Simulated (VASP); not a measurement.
# AlCo (Pm-3m) in VASP: a series of runs, part 2 of 2

VASP 6.6.1. Earlier steps stand in the parts before.

## (3) Single point, PBE, collinear spin, ferromagnetic start

This run uses another cell than the first one, of 10.87 Å³/atom, 1.032 times its volume.

Contents of INCAR:

```
ALGO = Normal
EDIFF = 1E-6
ENCUT = 520
GGA = PE
ISIF = 2
ISMEAR = -1
ISPIN = 2
LASPH = T
LCHARG = F
LMAXMIX = 4
LORBIT = 11
LREAL = F
LWAVE = F
MAGMOM = 0 2.5
NBANDS = 17
NELM = 150
PREC = Accurate
SIGMA = 0.1
```

Contents of KPOINTS:

```
k-points
0
Gamma
  10 10 10
```

Contents of POSCAR:

```
AlCo
1.0
    2.7909222346      0.0000000000      0.0000000000
    0.0000000000      2.7909222346      0.0000000000
    0.0000000000      0.0000000000      2.7909222346
Al Co
1 1
Direct
    0.0000000000      0.0000000000      0.0000000000
    0.5000000000      0.5000000000      0.5000000000
```

Potentials or basis: VASP PAW PBE potentials, release 64 (Al, Co).

Launch:

```console
cat potpaw_PBE.64/Al/POTCAR potpaw_PBE.64/Co/POTCAR > POTCAR
mpirun -np 1 vasp_std > vasp.out
```

Wall time 16 s (1 thread of Intel Xeon Platinum 8559C (Emerald Rapids), shared host); peak memory 0.17 GiB.

The run converged. Its results:

```
Free energy                                           : -11.9460 eV
Pressure                                              : 13.4 GPa
Band gap on the k mesh                                : zero (filled and empty bands overlap)
Net moment                                            : 0.00 μB per cell
Valence electrons inside the program's atomic spheres : Al 0.86; Co 8.58
```

Levels at points of the mesh, in eV from the Fermi level:
Spin up:
| k point | band 4 | band 5 | band 6 | band 7 | band 8 | band 9 |
| --- | --- | --- | --- | --- | --- | --- |
| (0.00, 0.00, 0.00) | -0.88 | -0.88 | -0.88 | 6.33 | 6.33 | 6.33 |
| (0.50, 0.00, 0.00) | -1.83 | -1.83 | -0.76 | 0.25 | 8.52 | 11.01 |
| (0.50, 0.50, 0.00) | -2.77 | -1.62 | -1.62 | -0.22 | 2.66 | 3.87 |
| (0.50, 0.50, 0.50) | -0.18 | -0.18 | 2.43 | 2.43 | 2.43 | 4.75 |
Spin down:
| k point | band 4 | band 5 | band 6 | band 7 | band 8 | band 9 |
| --- | --- | --- | --- | --- | --- | --- |
| (0.00, 0.00, 0.00) | -0.88 | -0.88 | -0.88 | 6.33 | 6.33 | 6.33 |
| (0.50, 0.00, 0.00) | -1.83 | -1.83 | -0.76 | 0.25 | 8.52 | 11.01 |
| (0.50, 0.50, 0.00) | -2.77 | -1.62 | -1.62 | -0.22 | 2.66 | 3.87 |
| (0.50, 0.50, 0.50) | -0.18 | -0.18 | 2.43 | 2.43 | 2.43 | 4.75 |

Caveat: the starting moments collapsed, and a magnetic state may lie lower.

## (4) Single point, PBE, collinear spin, ferromagnetic start

This run uses another cell than the first one, of 11.21 Å³/atom, 1.064 times its volume.

Contents of INCAR:

```
PREC = Accurate
ENCUT = 520
EDIFF = 1E-6
ISMEAR = -1
SIGMA = 0.1
LREAL = F
LASPH = T
NELM = 150
ALGO = Normal
ISIF = 2
LWAVE = F
LCHARG = F
ISPIN = 2
MAGMOM = 0 2.5
LORBIT = 11
LMAXMIX = 4
GGA = PE
NBANDS = 17
```

Contents of KPOINTS:

```
regular mesh
0
Gamma
  10 10 10
```

Contents of POSCAR:

```
AlCo
1.0
    2.8194030000      0.0000000000      0.0000000000
    0.0000000000      2.8194030000      0.0000000000
    0.0000000000      0.0000000000      2.8194030000
Al Co
1 1
Direct
    0.0000000000      0.0000000000      0.0000000000
    0.5000000000      0.5000000000      0.5000000000
```

Launch:

```console
cat potpaw_PBE.64/Al/POTCAR potpaw_PBE.64/Co/POTCAR > POTCAR
mpirun -np 1 vasp_std > vasp.out
```

It took 17 s on 1 thread of Intel Xeon Platinum 8559C (Emerald Rapids), shared host; peak memory 0.16 GiB.

Results (log left out):

```yaml
Free_energy: -11.9878 eV
Pressure: 6.7 GPa
Band_gap_on_the_k_mesh: zero (filled and empty bands overlap)
Net_moment: 0.00 μB per cell
Valence_electrons_inside_the_program's_atomic_spheres: Al 0.84; Co 8.51
```

Levels at points of the mesh, in eV from the Fermi level:
Spin up:
```tsv
k point	band 3	band 4	band 5	band 6	band 7	band 8	band 9	band 10
(0.00, 0.00, 0.00)	-3.06	-0.84	-0.84	-0.84	6.18	6.18	6.18	8.91
(0.50, 0.00, 0.00)	-2.45	-1.75	-1.75	-0.72	0.24	8.49	10.84	10.84
(0.50, 0.50, 0.00)	-2.70	-2.70	-1.54	-1.54	-0.21	2.57	3.69	13.17
(0.50, 0.50, 0.50)	-4.05	-0.17	-0.17	2.43	2.43	2.43	4.46	5.54
```
Spin down:
| k point | band 4 | band 5 | band 6 | band 7 | band 8 | band 9 |
| --- | --- | --- | --- | --- | --- | --- |
| (0.00, 0.00, 0.00) | -0.84 | -0.84 | -0.84 | 6.18 | 6.18 | 6.18 |
| (0.50, 0.00, 0.00) | -1.75 | -1.75 | -0.72 | 0.24 | 8.49 | 10.84 |
| (0.50, 0.50, 0.00) | -2.70 | -1.54 | -1.54 | -0.20 | 2.57 | 3.69 |
| (0.50, 0.50, 0.50) | -0.17 | -0.17 | 2.43 | 2.43 | 2.43 | 4.46 |

Caveat: the starting moments collapsed, and a magnetic state may lie lower.

## (5) Single point, PBE, collinear spin, ferromagnetic start

This run uses another cell than the first one, of 11.54 Å³/atom, 1.096 times its volume.

Contents of INCAR:

```
ALGO = Normal
EDIFF = 1E-6
ENCUT = 520
GGA = PE
ISIF = 2
ISMEAR = -1
ISPIN = 2
LASPH = T
LCHARG = T
LELF = T
LMAXMIX = 4
LORBIT = 11
LREAL = F
LVHAR = T
LWAVE = F
MAGMOM = 0 2.5
NBANDS = 17
NELM = 150
PREC = Accurate
SIGMA = 0.1
```

Contents of KPOINTS:

```
k-points
0
Gamma
  10 10 10
```

Contents of POSCAR:

```
AlCo
1.0
    2.8473196967      0.0000000000      0.0000000000
    0.0000000000      2.8473196967      0.0000000000
    0.0000000000      0.0000000000      2.8473196967
Al Co
1 1
Direct
    0.0000000000      0.0000000000      0.0000000000
    0.5000000000      0.5000000000      0.5000000000
```

Launch:

```console
cat potpaw_PBE.64/Al/POTCAR potpaw_PBE.64/Co/POTCAR > POTCAR
mpirun -np 1 vasp_std > vasp.out
```

Wall time 18 s (1 thread of Intel Xeon Platinum 8559C (Emerald Rapids), shared host); peak memory 0.17 GiB.

It converged, with:

- Free energy: -12.0035 eV
- Pressure: 1.0 GPa
- Band gap on the k mesh: zero (filled and empty bands overlap)
- Net moment: 0.00 μB per cell
- Valence electrons inside the program's atomic spheres: Al 0.82; Co 8.45

Levels at points of the mesh, in eV from the Fermi level:
Spin up:
```tsv
k point	band 2	band 3	band 4	band 5	band 6	band 7	band 8	band 9	band 10	band 11
(0.00, 0.00, 0.00)	-2.92	-2.92	-0.80	-0.80	-0.80	6.03	6.03	6.03	8.80	8.80
(0.50, 0.00, 0.00)	-6.59	-2.33	-1.68	-1.68	-0.69	0.22	8.45	10.68	10.68	11.72
(0.50, 0.50, 0.00)	-3.02	-2.63	-2.63	-1.47	-1.47	-0.19	2.48	3.51	12.83	15.91
(0.50, 0.50, 0.50)	-3.90	-3.90	-0.16	-0.16	2.44	2.44	2.44	4.19	5.38	5.38
```
Spin down:
```tsv
k point	band 2	band 3	band 4	band 5	band 6	band 7	band 8	band 9	band 10	band 11
(0.00, 0.00, 0.00)	-2.92	-2.92	-0.80	-0.80	-0.80	6.03	6.03	6.03	8.80	8.80
(0.50, 0.00, 0.00)	-6.59	-2.33	-1.67	-1.67	-0.69	0.23	8.45	10.68	10.68	11.72
(0.50, 0.50, 0.00)	-3.02	-2.63	-2.63	-1.46	-1.46	-0.19	2.48	3.51	12.83	15.91
(0.50, 0.50, 0.50)	-3.90	-3.90	-0.16	-0.16	2.44	2.44	2.44	4.19	5.38	5.38
```

Caveat: the starting moments collapsed, and a magnetic state may lie lower.

## (6) Single point, PBE, collinear spin, ferromagnetic start

This run uses another cell than the first one, of 11.88 Å³/atom, 1.128 times its volume.

Contents of INCAR:

```
SYSTEM = AlCo
PREC = Accurate
ENCUT = 520
EDIFF = 1E-6
ISMEAR = -1
SIGMA = 0.1
LREAL = .FALSE.
LASPH = .TRUE.
NELM = 150
ALGO = Normal
ISIF = 2
LWAVE = .FALSE.
LCHARG = .FALSE.
ISPIN = 2
MAGMOM = 0 2.5
LORBIT = 11
LMAXMIX = 4
GGA = PE
NBANDS = 17
```

Contents of KPOINTS:

```
regular mesh
0
G
  10 10 10
  0 0 0
```

Contents of POSCAR:

```
AlCo
1.0
    2.8746994504      0.0000000000      0.0000000000
    0.0000000000      2.8746994504      0.0000000000
    0.0000000000      0.0000000000      2.8746994504
Al Co
1 1
Direct
    0.0000000000      0.0000000000      0.0000000000
    0.5000000000      0.5000000000      0.5000000000
```

Potentials or basis: VASP PAW PBE potentials, release 64 (Al, Co).

Launch:

```console
cat potpaw_PBE.64/Al/POTCAR potpaw_PBE.64/Co/POTCAR > POTCAR
mpirun -np 1 vasp_std > vasp.out
```

Wall time 18 s (1 thread of Intel Xeon Platinum 8559C (Emerald Rapids), shared host); peak memory 0.16 GiB.

The run converged. Its results:

```
Free energy                                           : -11.9969 eV
Pressure                                              : -4.0 GPa
Band gap on the k mesh                                : zero (filled and empty bands overlap)
Net moment                                            : 0.00 μB per cell
Valence electrons inside the program's atomic spheres : Al 0.81; Co 8.40
```

Levels at points of the mesh, in eV from the Fermi level:
Spin up:
| k point | band 2 | band 3 | band 4 | band 5 | band 6 | band 7 | band 8 | band 9 | band 10 | band 11 |
| --- | --- | --- | --- | --- | --- | --- | --- | --- | --- | --- |
| (0.00, 0.00, 0.00) | -2.79 | -2.79 | -0.76 | -0.76 | -0.76 | 5.89 | 5.89 | 5.89 | 8.68 | 8.68 |
| (0.50, 0.00, 0.00) | -6.44 | -2.23 | -1.61 | -1.61 | -0.66 | 0.21 | 8.42 | 10.52 | 10.52 | 11.41 |
| (0.50, 0.50, 0.00) | -2.90 | -2.57 | -2.57 | -1.40 | -1.40 | -0.18 | 2.40 | 3.35 | 12.51 | 15.66 |
| (0.50, 0.50, 0.50) | -3.77 | -3.77 | -0.15 | -0.15 | 2.44 | 2.44 | 2.44 | 3.93 | 5.23 | 5.23 |
Spin down:
```csv
k point,band 2,band 3,band 4,band 5,band 6,band 7,band 8,band 9,band 10,band 11
"(0.00, 0.00, 0.00)",-2.79,-2.79,-0.76,-0.76,-0.76,5.89,5.89,5.89,8.68,8.68
"(0.50, 0.00, 0.00)",-6.44,-2.23,-1.61,-1.61,-0.65,0.21,8.42,10.52,10.52,11.41
"(0.50, 0.50, 0.00)",-2.90,-2.57,-2.57,-1.40,-1.40,-0.18,2.40,3.35,12.51,15.66
"(0.50, 0.50, 0.50)",-3.77,-3.77,-0.15,-0.15,2.44,2.44,2.44,3.93,5.23,5.23
```

Caveat: the starting moments collapsed, and a magnetic state may lie lower.
